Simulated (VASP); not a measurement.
Set up this calculation in VASP 6.6.1, as the native input.

```
Task                   : relaxation of shape and atoms at fixed volume
Functional             : PBE
Potentials or basis    : VASP PAW PBE potentials, release 64 (Cl)
Cutoff                 : 600 eV
k mesh                 : 16 × 16 × 16
Occupations            : fermi-dirac, width 0.08 eV
Spin                   : no spin polarisation
Dipole correction      : no
Further INCAR settings : ALGO = Normal; EDIFF = 1e-06; IBRION = 2; EDIFFG = -0.005; NSW = 50; ISIF = 4
```

The structure of Cl lies in POSCAR:

```
Cl
1.0
   -2.1476515957      2.1476515957      1.4931043588
    2.1476515957     -2.1476515957      1.4931043588
    2.1476515957      2.1476515957     -1.4931043588
Cl
2
Direct
   -0.3750000000     -0.1250000000     -0.2500000000
    0.3750000000      0.1250000000      0.2500000000
```

These files were run (other wordings do the same):

INCAR

```
SYSTEM = Cl
PREC = Accurate
ENCUT = 600
EDIFF = 1E-6
ISMEAR = -1
SIGMA = 0.08
LREAL = .FALSE.
LASPH = .TRUE.
NELM = 80
ALGO = Normal
ISIF = 4
LWAVE = .FALSE.
LCHARG = .FALSE.
GGA = PE
IBRION = 2
NSW = 50
EDIFFG = -0.005
```

KPOINTS

```
Automatic mesh
0
G
  16 16 16
  0 0 0
```

Potentials or basis: VASP PAW PBE potentials, release 64 (Cl).

Command:

```console
$ cat potpaw_PBE.64/Cl/POTCAR > POTCAR
$ mpirun -np 1 vasp_std > vasp.out
```

It gave:

- Energy gained by relaxing: 197.3 meV/atom
- Ionic steps: 20
- Pressure after relaxing: 57.8 GPa
- Band gap on the k mesh: zero (bands 7 and 8 overlap by 4.46 eV)

Wall time 18 min on 1 thread of Intel Xeon 8259CL, on a shared host, peak memory 0.24 GiB.
